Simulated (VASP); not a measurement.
# CdSiP2 (I-42d) in VASP: settings compared, part 2 of 2

VASP 6.6.1. The steps go on from the part before.

### Step 3. Single point, r2SCAN

File POSCAR:

```
CdSiP2
1.0
   -2.8436140000      2.8436140000      5.2485580000
    2.8436140000     -2.8436140000      5.2485580000
    2.8436140000      2.8436140000     -5.2485580000
Cd Si P
2 2 4
Direct
    0.7500000000      0.2500000000      0.5000000000
    0.0000000000      0.0000000000      0.0000000000
    0.5000000000      0.5000000000      0.0000000000
    0.2500000000      0.7500000000      0.5000000000
    0.8750000000      0.8281280000      0.4531280000
    0.1718720000      0.6250000000      0.0468720000
    0.3750000000      0.4218720000      0.5468720000
    0.5781280000      0.1250000000      0.9531280000
```

File INCAR.step1:

```
SYSTEM = CdSiP2
PREC     = Accurate       ! precision mode
ENCUT    = 550            ! plane-wave cutoff, eV
ISMEAR   = 0              ! smearing method
SIGMA    = 0.01           ! smearing width, eV
LREAL    = .False.        ! projectors in reciprocal space
LASPH    = .True.         ! aspherical terms in the spheres
NELM     = 120            ! most SCF steps
NBANDS   = 36             ! bands
GGA      = PE             ! functional
ALGO     = Normal         ! electronic algorithm
EDIFF    = 1E-5           ! SCF threshold, eV
LWAVE    = .True.         ! write WAVECAR
LCHARG   = .False.        ! write CHGCAR
GGA_COMPAT= .False.
```

File INCAR.step2:

```
SYSTEM = CdSiP2
PREC     = Accurate       ! precision mode
ENCUT    = 550            ! plane-wave cutoff, eV
EDIFF    = 1E-6           ! SCF threshold, eV
ISMEAR   = 0              ! smearing method
SIGMA    = 0.01           ! smearing width, eV
LREAL    = .False.        ! projectors in reciprocal space
LASPH    = .True.         ! aspherical terms in the spheres
NELM     = 120            ! most SCF steps
ALGO     = Normal         ! electronic algorithm
ISIF     = 2              ! what is computed and relaxed
LWAVE    = .False.        ! write WAVECAR
LCHARG   = .True.         ! write CHGCAR
METAGGA  = R2SCAN         ! meta-GGA
LMIXTAU  = .True.       
LELF     = .True.         ! ELF
LVHAR    = .True.       
NBANDS   = 36             ! bands
ISTART   = 1            
GGA_COMPAT= .False.
```

File KPOINTS:

```
regular mesh
0
Gamma
  4 4 4
  0 0 0
```

Potentials or basis: VASP PAW PBE potentials, release 64 (Cd, Si, P).

Run with:

```bash
$ cat potpaw_PBE.64/Cd/POTCAR potpaw_PBE.64/Si/POTCAR potpaw_PBE.64/P/POTCAR > POTCAR
$ cp INCAR.step1 INCAR
$ mpirun -np 1 vasp_std > vasp.out
$ cp INCAR.step2 INCAR
$ mpirun -np 1 vasp_std > vasp.out
```

OUTCAR:

```text
SYSTEM = CdSiP2
   PREC = Accurate
   ENCUT = 550
   EDIFF = 1E-6
   ISMEAR = 0
   LREAL = .False.
   LASPH = .True.
   NELM = 120
   ISIF = 2
   METAGGA = R2SCAN
   ISTART = 1

 ion  position               nearest neighbor table
   1  0.750  0.250  0.500-   6 2.57   5 2.57   7 2.57   8 2.57
   2  0.000  0.000  0.000-   7 2.57   6 2.57   8 2.57   5 2.57
   3  0.500  0.500  0.000-   7 2.25   6 2.25   5 2.25   8 2.25
   4  0.250  0.750  0.500-   6 2.25   5 2.25   7 2.25   8 2.25
   5  0.875  0.828  0.453-   3 2.25   4 2.25   2 2.57   1 2.57
   6  0.172  0.625  0.047-   4 2.25   3 2.25   2 2.57   1 2.57
   7  0.375  0.422  0.547-   3 2.25   4 2.25   1 2.57   2 2.57
   8  0.578  0.125  0.953-   3 2.25   4 2.25   1 2.57   2 2.57

  LATTYP: Found a body centered tetragonal cell.
 ALAT       =     5.6872280000
 C/A-ratio  =     1.8457350400

  Lattice vectors:

 A1 = (  -2.8436140000,   2.8436140000,   5.2485580000)
 A2 = (   2.8436140000,  -2.8436140000,   5.2485580000)
 A3 = (   2.8436140000,   2.8436140000,  -5.2485580000)

[... 180 lines left out ...]
 cond. band min:       5.4651658662   @ k =   0.0000   0.0000   0.0000
 fundamental gap:      1.6308170308
 Fermi energy:         3.9319388204

 k-point     1 :       0.0000    0.0000    0.0000
  band No.  band energies     occupation
      1      -9.4088      2.00000
      2      -6.7778      2.00000
      3      -6.7588      2.00000
      4      -6.7588      2.00000
      5      -5.2227      2.00000
      6      -4.5670      2.00000
[... 496 lines left out ...]
     35      10.4201      0.00000
     36      10.4201      0.00000

------------------------ aborting loop because EDIFF is reached ----------------------------------------

  FORCE on cell =-STRESS in cart. coord.  units (eV):
  Direction    XX          YY          ZZ          XY          YZ          ZX
  --------------------------------------------------------------------------------------
  -------------------------------------------------------------------------------------
  Total        0.0798904      0.0798904     -0.0999842      0.0000000      0.0000000      0.0000000
  in kB        0.7539872      0.7539872     -0.9436279      0.0000000      0.0000000      0.0000000
  external PRESSURE =       0.1881155 kB  Pullay stress =       0.0000000 kB

 VOLUME and BASIS-vectors are now :
 -----------------------------------------------------------------------------
  energy-cutoff  :      550.00
  volume of cell :      169.76
      direct lattice vectors                 reciprocal lattice vectors
    -2.843614000  2.843614000  5.248558000     0.000000000  0.175832585  0.095264261
     2.843614000 -2.843614000  5.248558000     0.175832585  0.000000000  0.095264261
     2.843614000  2.843614000 -5.248558000     0.175832585  0.175832585  0.000000000

 POSITION                                       TOTAL-FORCE (eV/Angst)
 -----------------------------------------------------------------------------------
      0.00000      2.84361      2.62428         0.000000     -0.000000     -0.000000
      0.00000      0.00000      0.00000         0.000000     -0.000000      0.000000
      0.00000      0.00000      5.24856         0.000000      0.000000      0.000000
      2.84361      0.00000      2.62428         0.000000     -0.000000      0.000000
      1.15524      1.42181      6.56070        -0.006874     -0.000000     -0.000000
      1.42181     -1.15524      3.93642         0.000000      0.006874      0.000000
      1.68838      1.42181      1.31214         0.006874     -0.000000      0.000000
      1.42181      3.99885     -1.31214         0.000000     -0.006874     -0.000000
 -----------------------------------------------------------------------------------
    total drift:                                0.000000      0.000000     -0.000000

  FREE ENERGIE OF THE ION-ELECTRON SYSTEM (eV)
  ---------------------------------------------------
  free  energy   TOTEN  =       -95.9356119572 eV

  energy  without entropy=      -95.9356119572  energy(sigma->0) =      -95.93561196
```

OUTCAR.step1:

```text
SYSTEM = CdSiP2
   PREC = Accurate
   ENCUT = 550
   ISMEAR = 0
   LREAL = .False.
   LASPH = .True.
[... 741 lines left out ...]
      1.42181     -1.15524      3.93642        -0.000000     -0.066903      0.000000
      1.68838      1.42181      1.31214        -0.066903      0.000000      0.000000
      1.42181      3.99885     -1.31214        -0.000000      0.066903     -0.000000
 -----------------------------------------------------------------------------------
    total drift:                                0.000000      0.000000      0.000000

  FREE ENERGIE OF THE ION-ELECTRON SYSTEM (eV)
  ---------------------------------------------------
  free  energy   TOTEN  =       -35.5651415349 eV

  energy  without entropy=      -35.5651415349  energy(sigma->0) =      -35.56514153
```

OSZICAR.step1:

```text
N       E                     dE             d eps       ncg     rms          rms(c)
DAV:   1     0.287580841203E+03    0.28758E+03   -0.24289E+04   936   0.134E+03
DAV:   2    -0.189359128755E+02   -0.30652E+03   -0.29427E+03  1052   0.290E+02
DAV:   3    -0.369215870987E+02   -0.17986E+02   -0.17829E+02  1160   0.687E+01
DAV:   4    -0.371701835907E+02   -0.24860E+00   -0.24813E+00  1096   0.789E+00
DAV:   5    -0.371745315459E+02   -0.43480E-02   -0.43471E-02  1140   0.105E+00    0.125E+01
DAV:   6    -0.356928491506E+02    0.14817E+01   -0.27475E+00  1088   0.165E+01    0.913E+00
DAV:   7    -0.355725801667E+02    0.12027E+00   -0.15699E+00  1072   0.578E+00    0.396E+00
DAV:   8    -0.355656870568E+02    0.68931E-02   -0.17445E-01  1072   0.384E+00    0.112E+00
DAV:   9    -0.355654756239E+02    0.21143E-03   -0.21854E-02  1116   0.169E+00    0.216E-01
DAV:  10    -0.355649646158E+02    0.51101E-03   -0.25681E-03  1100   0.464E-01    0.105E-01
DAV:  11    -0.355651668087E+02   -0.20219E-03   -0.15041E-03  1084   0.255E-01    0.699E-02
DAV:  12    -0.355651383522E+02    0.28456E-04   -0.21714E-04  1064   0.130E-01    0.466E-02
DAV:  13    -0.355651483721E+02   -0.10020E-04   -0.18675E-05   784   0.248E-02    0.191E-02
DAV:  14    -0.355651415349E+02    0.68373E-05   -0.21956E-05   660   0.489E-02
   1 F= -.35565142E+02 E0= -.35565142E+02  d E =-.472834E-17
```

It took 14 min on 1 thread of Intel Xeon Platinum 8259CL at 2.50GHz (Skylake/Cascade Lake), shared host; peak memory 0.46 GiB.

Results:

* Free energy: -95.9356 eV
* Pressure: 0.0 GPa
* Largest force: 0.007 eV/Å
* Band gap on the k mesh: 1.63 eV

Forces on the atoms (eV/Å):
```
Cd   0.000  0.000  0.000
Cd   0.000  0.000  0.000
Si   0.000  0.000  0.000
Si   0.000  0.000  0.000
P   -0.007  0.000  0.000
P    0.000  0.007  0.000
P    0.007  0.000  0.000
P    0.000 -0.007  0.000
```

Stress tensor (GPa, compression positive):
```
 0.08  0.00  0.00
 0.00  0.08  0.00
 0.00  0.00 -0.09
```

Caveat: the PAW data sets were made with another functional, which shifts forces and pressure a little.
